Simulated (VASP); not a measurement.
Wanted: the native input for a VASP 6.6.1 run.

```
Task                   : single point
Functional             : PBE
Potentials or basis    : VASP PAW PBE potentials, release 64 (Mg, Si, Ti_sv, Cu, Ga_d)
Cutoff                 : 520 eV
k mesh                 : 2 × 2 × 2, shifted
Occupations            : gaussian, width 0.1 eV
Spin                   : no spin polarisation
Dipole correction      : no
Further INCAR settings : LREAL = Auto; ALGO = Normal; EDIFF = 1e-07; NBANDS = 95; ISYM = 0
```

The structure of Mg6Ti3Ga5Cu3Si3 lies in POSCAR:

```
Mg6Ti3Ga5Cu3Si3
1.0
   -5.6500876655      4.3902798853     -1.7825578102
   -5.7531449525     -1.5221151838      5.4807796257
    1.4646393776      3.7772195730      4.7646620264
Mg Si Ti Cu Ga
6 3 3 3 5
Direct
    1.0192875394     -0.0168227337      0.9326482173
    0.6102473010      0.1814488901      0.0673378473
    0.6332344479      0.7988117315      0.2971011062
    0.9344953529      0.9762649234      0.4300411034
    0.2809175657      0.2759927542      0.6889247023
    0.7228087028      0.8059460349      0.7913611936
    0.5355956103      0.5564108178      1.0635224597
    0.0011293695      0.6084806613      0.1377586756
    0.7345421584      0.2046413470      0.6705686932
    0.2653793608      0.7005330111      0.3138712506
    0.2025710263      0.6482660268      0.8098415917
    0.8922858134      0.4036750563      0.9177547900
    0.3047136395      0.3804905979      0.1914608325
    0.5355877518      0.0902110693      0.4784305668
    0.3917985839      0.8877473128      0.9553082281
    0.2422813113      0.1033331987      0.1716006424
    0.8532128535      0.3623671616      0.3401901325
   -0.0218318801      0.5920674113      0.5377902967
    0.3192678953     -0.0898207363      0.5748516485
    0.5431675607      0.5236820434      0.6464320397
```

The input as run:

INCAR

```
PREC = Accurate ; ENCUT = 520
EDIFF = 1E-7 ; ISMEAR = 0
SIGMA = 0.1 ; LREAL = Auto
LASPH = T ; NELM = 80
ALGO = Normal ; ISIF = 2
LWAVE = F ; LCHARG = F
GGA = PE ; NBANDS = 95
ISYM = 0
```

KPOINTS

```
Automatic mesh
0
Gamma
  2 2 2
  0.5 0.5 0.5
```

Potentials or basis: VASP PAW PBE potentials, release 64 (Mg, Si, Ti_sv, Cu, Ga_d).

Run with:

```sh
$ cat potpaw_PBE.64/Mg/POTCAR potpaw_PBE.64/Si/POTCAR potpaw_PBE.64/Ti_sv/POTCAR potpaw_PBE.64/Cu/POTCAR potpaw_PBE.64/Ga_d/POTCAR > POTCAR
$ mpirun -np 1 vasp_std > vasp.out
```

Results of the run:

```json
{
 "Pressure": "0.0 GPa",
 "Largest force": "0.031 eV/Å",
 "Band gap on the k mesh": "0.17 eV, indirect (least direct gap 0.23 eV)"
}
```

Wall time 8.9 min on 1 thread of AMD EPYC 7R43 64-Core Processor (Zen 3), with other jobs on the host, peak memory 0.4 GiB.
